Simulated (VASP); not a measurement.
Crystal: Dy4Au.

```
Dy Au
1.0
    -3.27747    3.27747    3.27747
     3.27747   -3.27747    3.27747
     3.27747    3.27747   -3.27747
Dy Au
4 1
Direct
  0.50000 0.50000 0.50000
  0.00000 0.00000 0.50000
  0.00000 0.50000 0.00000
  0.50000 0.00000 0.00000
  0.00000 0.00000 0.00000
```

The cell was generated, and may not be a known phase.

- Program: VASP 6.6.1
- Task: relaxation of cell and atoms
- Functional: PBE
- Potentials or basis: VASP PAW PBE potentials, release 64 (Dy_3, Au), 4f in core
- Cutoff: 500 eV
- k mesh: 4 × 4 × 4
- Occupations: gaussian, width 0.1 eV
- Spin: no spin polarisation

At the start: pressure 8.7 GPa; volume 28.16 Å³/atom.

How do energy, volume and symmetry change on relaxing?

Over 3 steps the energy falls by 106.6 meV/atom and the volume is 32.53 Å³/atom (+15.5 %); space group Im-3m (No. 229, to 0.1 Å) before and after.

The path:
```
step  energy change (eV)  largest force (eV/Å)  pressure (GPa)  volume (Å³)
   1              0.0000                0.0000            8.67       140.82
   2             -0.4244                0.0000           -2.82       174.22
   3             -0.5329                0.0000           -0.01       162.65
```

Final structure:
```cif
data_structure
_symmetry_space_group_name_H-M 'P 1'
_symmetry_Int_Tables_number 1
_cell_length_a 5.9561
_cell_length_b 5.9561
_cell_length_c 5.9561
_cell_angle_alpha 109.471
_cell_angle_beta 109.471
_cell_angle_gamma 109.471
_cell_volume 162.65
loop_
_atom_site_label
_atom_site_type_symbol
_atom_site_fract_x
_atom_site_fract_y
_atom_site_fract_z
_atom_site_occupancy
Dy1 Dy 0.50000 0.50000 0.50000 1
Dy2 Dy 0.00000 0.00000 0.50000 1
Dy3 Dy 0.00000 0.50000 0.00000 1
Dy4 Dy 0.50000 0.00000 0.00000 1
Au1 Au 0.00000 0.00000 0.00000 1
```

Caveat: the volume moved by over 15 % at a fixed basis, so the end points are rough; the highest band is partly filled, so the run has too few bands.
